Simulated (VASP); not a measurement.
# NaAu7 (Fm-3m) in VASP: further runs

Runs on NaAu7. Level: PBE. Tasks: single point, relaxation of cell and atoms.

Everything below comes from runs of VASP 6.6.1. Logs are shortened: lines on timing, memory, paths and dates and some standing lists are left out, and cuts for length are marked.

### 1 The cell of the first run

The structure is cubic, space group Fm-3m (No. 225). The conventional cell has a = 8.340 Å, b = 8.340 Å, c = 8.340 Å, α = 90.00°, β = 90.00°, γ = 90.00°. Within 3.9 Å of Na (site symmetry m-3m) lie 12 Au at 2.95 Å. Au (site symmetry m-3m) has 12 Au at 2.95 Å within 3.9 Å. Au (site symmetry mmm) has 2 Na at 2.95 Å and 10 Au at 2.95 Å within 3.9 Å.

### 2 Single point, PBE

Contents of INCAR:

```
PREC = Accurate
ENCUT = 520
EDIFF = 1E-6
ISMEAR = 0
SIGMA = 0.1
LREAL = False
LASPH = True
NELM = 100
ALGO = Normal
ISIF = 2
LWAVE = False
LCHARG = False
GGA = PE
NBANDS = 52
```

Contents of KPOINTS:

```
Automatic mesh
0
Gamma
  8 8 8
```

Contents of POSCAR:

```
NaAu7
1.0
    0.0000000000      4.1698213534      4.1698213534
    4.1698213534      0.0000000000      4.1698213534
    4.1698213534      4.1698213534      0.0000000000
Na Au
1 7
Direct
    0.0000000000      0.0000000000      0.0000000000
    0.5000000000      0.5000000000      0.5000000000
    0.0000000000      0.5000000000      0.0000000000
    0.5000000000      0.0000000000      0.0000000000
    0.0000000000      0.5000000000      0.5000000000
    0.5000000000      0.0000000000      0.5000000000
    0.0000000000      0.0000000000      0.5000000000
    0.5000000000      0.5000000000      0.0000000000
```

Potentials or basis: VASP PAW PBE potentials, release 64 (Na_pv, Au).

The run is started by

```
> cat potpaw_PBE.64/Na_pv/POTCAR potpaw_PBE.64/Au/POTCAR > POTCAR
> mpirun -np 1 vasp_std > vasp.out
```

OUTCAR:

```text
PREC = Accurate
   ENCUT = 520
   EDIFF = 1E-6
   ISMEAR = 0
   LREAL = False
   LASPH = True
   NELM = 100
   ISIF = 2
   GGA = PE

 ion  position               nearest neighbor table
   1  0.000  0.000  0.000-   3 2.95   4 2.95   7 2.95   5 2.95   6 2.95   7 2.95   3 2.95   5 2.95
                             8 2.95   4 2.95   6 2.95   8 2.95
   2  0.500  0.500  0.500-   5 2.95   6 2.95   8 2.95   3 2.95   4 2.95   8 2.95   4 2.95   6 2.95
                             7 2.95   3 2.95   5 2.95   7 2.95
   3  0.000  0.500  0.000-   1 2.95   5 2.95   8 2.95   2 2.95   5 2.95   7 2.95   1 2.95   4 2.95
                             7 2.95   2 2.95   4 2.95   8 2.95
   4  0.500  0.000  0.000-   1 2.95   6 2.95   8 2.95   2 2.95   6 2.95   7 2.95   2 2.95   3 2.95
                             8 2.95   1 2.95   3 2.95   7 2.95
   5  0.000  0.500  0.500-   2 2.95   3 2.95   7 2.95   1 2.95   3 2.95   8 2.95   1 2.95   6 2.95
                             7 2.95   2 2.95   6 2.95   8 2.95
   6  0.500  0.000  0.500-   2 2.95   4 2.95   7 2.95   1 2.95   4 2.95   8 2.95   2 2.95   5 2.95
                             8 2.95   1 2.95   5 2.95   7 2.95
   7  0.000  0.000  0.500-   1 2.95   5 2.95   6 2.95   1 2.95   3 2.95   4 2.95   2 2.95   3 2.95
                             5 2.95   2 2.95   4 2.95   6 2.95
   8  0.500  0.500  0.000-   2 2.95   3 2.95   4 2.95   2 2.95   5 2.95   6 2.95   1 2.95   4 2.95
                             6 2.95   1 2.95   3 2.95   5 2.95

  LATTYP: Found a face centered cubic cell.
 ALAT       =     8.3396427068

  Lattice vectors:

 A1 = (   0.0000000000,   4.1698213534,   4.1698213534)
 A2 = (   4.1698213534,   0.0000000000,   4.1698213534)
 A3 = (   4.1698213534,   4.1698213534,   0.0000000000)

Analysis of symmetry for initial positions (statically):
=====================================================================
 Subroutine PRICEL returns:
 Original cell was already a primitive cell.

 Routine SETGRP: Setting up the symmetry group for a
 face centered cubic supercell.

 Subroutine GETGRP returns: Found 48 space group operations
 (whereof 48 operations were pure point group operations)
 out of a pool of 48 trial point group operations.

The static configuration has the point symmetry O_h .

Analysis of symmetry for dynamics (positions and initial velocities):
=====================================================================
 Subroutine PRICEL returns:
 Original cell was already a primitive cell.

 Routine SETGRP: Setting up the symmetry group for a
 face centered cubic supercell.

 Subroutine GETGRP returns: Found 48 space group operations
 (whereof 48 operations were pure point group operations)
 out of a pool of 48 trial point group operations.

The dynamic configuration has the point symmetry O_h .

 Subroutine INISYM returns: Found 48 space group operations
 (whereof 48 operations are pure point group operations),
 and found     1 'primitive' translations

----------------------------------------------------------------------------------------

                                     Primitive cell

  volume of cell :     145.0048

  direct lattice vectors                    reciprocal lattice vectors
     0.000000000  4.169821353  4.169821353    -0.119909214  0.119909214  0.119909214
     4.169821353  0.000000000  4.169821353     0.119909214 -0.119909214  0.119909214
     4.169821353  4.169821353  0.000000000     0.119909214  0.119909214 -0.119909214

  length of vectors
     5.897017911  5.897017911  5.897017911     0.207688851  0.207688851  0.207688851

  position of ions in fractional coordinates (direct lattice)
     0.000000000  0.000000000  0.000000000
     0.500000000  0.500000000  0.500000000
     0.000000000  0.500000000  0.000000000
     0.500000000  0.000000000  0.000000000
     0.000000000  0.500000000  0.500000000
     0.500000000  0.000000000  0.500000000
     0.000000000  0.000000000  0.500000000
     0.500000000  0.500000000  0.000000000

  ion indices of the primitive-cell ions
   primitive index   ion index
                 1           1
                 2           2
                 3           3
                 4           4
                 5           5
                 6           6
                 7           7
                 8           8

----------------------------------------------------------------------------------------

 KPOINTS: Automatic mesh

Automatic generation of k-mesh.
 Grid dimensions read from file:
 generate k-points for:    8    8    8

 Generating k-lattice:

  Cartesian coordinates                     Fractional coordinates (reciprocal lattice)
    -0.014988652  0.014988652  0.014988652     0.125000000  0.000000000  0.000000000
     0.014988652 -0.014988652  0.014988652     0.000000000  0.125000000  0.000000000
     0.014988652  0.014988652 -0.014988652     0.000000000  0.000000000  0.125000000

  Length of vectors
     0.025961106  0.025961106  0.025961106

  Shift w.r.t. Gamma in fractional coordinates (k-lattice)
     0.000000000  0.000000000  0.000000000

 Subroutine IBZKPT returns following result:
 ===========================================

 Found     29 irreducible k-points:

 Following reciprocal coordinates:
            Coordinates               Weight
  0.000000  0.000000  0.000000      1.000000
  0.125000  0.000000  0.000000      8.000000
  0.250000  0.000000  0.000000      8.000000
  0.375000  0.000000  0.000000      8.000000
  0.500000  0.000000  0.000000      4.000000
  0.125000  0.125000  0.000000      6.000000
[... 16 lines left out ...]
  0.500000  0.250000  0.125000     48.000000
 -0.375000  0.250000  0.125000     24.000000
 [... further k-points ...]
   k-points           NKPTS =     29   k-points in BZ     NKDIM =     29   number of bands    NBANDS=     52
   number of dos      NEDOS =    301   number of ions     NIONS =      8
   total plane-waves  NPLWV = 110592
   dimension x,y,z NGX =    48 NGY =   48 NGZ =   48
   dimension x,y,z NGXF=    96 NGYF=   96 NGZF=   96
   ions per type =               1   7
   NGX,Y,Z   is equivalent  to a cutoff of  13.53, 13.53, 13.53 a.u.
   NGXF,Y,Z  is equivalent  to a cutoff of  27.06, 27.06, 27.06 a.u.
 SYSTEM =  unknown system
   PREC   = accura    normal or accurate (medium, high low for compatibility)
   ISTART =      0    job   : 0-new  1-cont  2-samecut
   ICHARG =      2    charge: 1-file 2-atom 10-const
   ISPIN  =      1    spin polarized calculation?
   LNONCOLLINEAR =      F non collinear calculations
   LSORBIT =      F    spin-orbit coupling
   LASPH  =      T    aspherical Exc in radial PAW
   ENCUT  =  520.0 eV  38.22 Ry    6.18 a.u.  10.96 10.96 10.96*2*pi/ulx,y,z
   NELM   =    100;   NELMIN=  2; NELMDL= -5     # of ELM steps
   EDIFF  = 0.1E-05   stopping-criterion for ELM
   LREAL  =      F    real-space projection
   EDIFFG = 0.1E-04   stopping-criterion for IOM
   NSW    =      0    number of steps for IOM
   IBRION =     -1    ionic relax: 0-MD 1-quasi-New 2-CG
   NFREE  =      0    steps in history (QN), initial steepest desc. (CG)
   ISIF   =      2    stress and relaxation
   ISYM   =      2    0-nonsym 1-usesym 2-fastsym
   POTIM  = 0.5000    time-step for ionic-motion
   TEBEG  =    0.0;   TEEND  =   0.0 temperature during run
   PSTRESS=    0.0 pullay stress
   NELECT =      84.0000    total number of electrons
   NUPDOWN=      -1.0000    fix difference up-down
   EMIN   =  10.00;   EMAX   =-10.00  energy-range for DOS
   EFERMI =   0.00;   METHOD = LEGACY
   ISMEAR =     0;   SIGMA  =   0.10  broadening in eV -4-tet -1-fermi 0-gaus
   EFERMI_NEDOS =   21; number of points for ismear=-14 and -15
   IALGO  =     38    algorithm
   IMIX   =      4    mixing-type and parameters
     AMIX     =   0.40;   BMIX     =  1.00
     AMIX_MAG =   1.60;   BMIX_MAG =  1.00
  volume/ion in A,a.u.               =      18.13       122.32
  Fermi-wavevector in a.u.,A,eV,Ry     =   1.364710  2.578929 25.339957  1.862434
  Thomas-Fermi vector in A             =   2.491002
   LORBIT       =      0    0 simple, 1 ext, 2 COOP (PROOUT), +10 PAW based schemes
   GGA     = PE    functional components
   LHFCALC =     F    Hartree Fock is set to
   AEXX    =    0.0000 exact exchange contribution
   IVDW    =     0    specifies the selected vdW correction
   LEPSILON=     F    determine dielectric tensor
   LRPA    =     F    only Hartree local field effects (RPA)
 non-spin polarized calculation
 Gauss-broadening in eV      SIGMA  =   0.10
  energy-cutoff  :      520.00
  volume of cell :      145.00
 maximum number of plane-waves:      3928
 NGX is ok and might be reduce to    48
   NGX = 21   NGY = 21   NGZ = 21

 number of electron      84.0000014 magnetization

 Free energy of the ion-electron system (eV)
  ---------------------------------------------------
  ext. energy  EPLUGINS =         0.00000000
  ---------------------------------------------------
  free energy    TOTEN  =       -24.65969510 eV

  energy without entropy =      -24.64582211  energy(sigma->0) =      -24.65275861

 E-fermi :   7.6842     XC(G=0): -11.8901

 val. band max:        7.6689797177   @ k =   0.2500   0.1250   0.0000
 cond. band min:       7.7044765710   @ k =   0.3750   0.1250   0.0000
 fundamental gap:      0.0354968533
 Fermi energy:         7.6842410167

 k-point     1 :       0.0000    0.0000    0.0000
  band No.  band energies     occupation
      1     -15.7796      2.00000
      2     -15.7796      2.00000
      3     -15.7796      2.00000
      4      -1.1730      2.00000
      5       1.0753      2.00000
      6       1.0753      2.00000
[... 44 lines left out ...]
     51      12.4872      0.00000
     52      12.4872      0.00000

 k-point     2 :       0.1250    0.0000    0.0000
  band No.  band energies     occupation
      1     -15.7803      2.00000
      2     -15.7798      2.00000
      3     -15.7798      2.00000
      4      -1.0481      2.00000
      5       1.0882      2.00000
      6       1.1624      2.00000
[... 44 lines left out ...]
     51      12.9656      0.00000
     52      12.9656      0.00000
[... 1153 lines left out ...]
     51      14.7554      0.00000
     52      15.2700      0.00000

 k-point    24 :      -0.3750    0.2500    0.1250
  band No.  band energies     occupation
      1     -15.7839      2.00000
      2     -15.7820      2.00000
      3     -15.7813      2.00000
      4       0.5543      2.00000
      5       1.0205      2.00000
      6       1.7804      2.00000
[... 44 lines left out ...]
     51      15.4117      0.00000
     52      15.9895      0.00000

 [... further k-points ...]

------------------------ aborting loop because EDIFF is reached ----------------------------------------

  FORCE on cell =-STRESS in cart. coord.  units (eV):
  Direction    XX          YY          ZZ          XY          YZ          ZX
  --------------------------------------------------------------------------------------
  -------------------------------------------------------------------------------------
  Total       -0.1558607     -0.1558607     -0.1558607     -0.0000000      0.0000000     -0.0000000
  in kB       -1.7221261     -1.7221261     -1.7221261     -0.0000000      0.0000000     -0.0000000
  external PRESSURE =      -1.7221261 kB  Pullay stress =       0.0000000 kB

 VOLUME and BASIS-vectors are now :
 -----------------------------------------------------------------------------
  energy-cutoff  :      520.00
  volume of cell :      145.00
      direct lattice vectors                 reciprocal lattice vectors
     0.000000000  4.169821353  4.169821353    -0.119909214  0.119909214  0.119909214
     4.169821353  0.000000000  4.169821353     0.119909214 -0.119909214  0.119909214
     4.169821353  4.169821353  0.000000000     0.119909214  0.119909214 -0.119909214

 POSITION                                       TOTAL-FORCE (eV/Angst)
 -----------------------------------------------------------------------------------
      0.00000      0.00000      0.00000         0.000000     -0.000000      0.000000
      4.16982      4.16982      4.16982         0.000000     -0.000000      0.000000
      2.08491      0.00000      2.08491         0.000000     -0.000000      0.000000
      0.00000      2.08491      2.08491        -0.000000     -0.000000      0.000000
      4.16982      2.08491      2.08491         0.000000      0.000000      0.000000
      2.08491      4.16982      2.08491         0.000000     -0.000000      0.000000
      2.08491      2.08491      0.00000        -0.000000      0.000000     -0.000000
      2.08491      2.08491      4.16982         0.000000      0.000000     -0.000000
 -----------------------------------------------------------------------------------
    total drift:                                0.000000      0.000000      0.000000

  FREE ENERGIE OF THE ION-ELECTRON SYSTEM (eV)
  ---------------------------------------------------
  free  energy   TOTEN  =       -24.6596951042 eV

  energy  without entropy=      -24.6458221148  energy(sigma->0) =      -24.65275861
```

It took 91 s on 1 thread of Intel Xeon 6975P-C (Granite Rapids), shared host; peak memory 0.39 GiB.

What came out:

```
Free energy            : -24.6597 eV
Pressure               : -0.2 GPa
Band gap on the k mesh : zero (bands 42 and 43 overlap by 0.88 eV)
```

Caveat: spin-orbit coupling is left out, which moves the levels of the heavy elements.

(Continued in part 2 of 2.)

The gap in the log of VASP goes by the Fermi energy; the results here count the filled bands.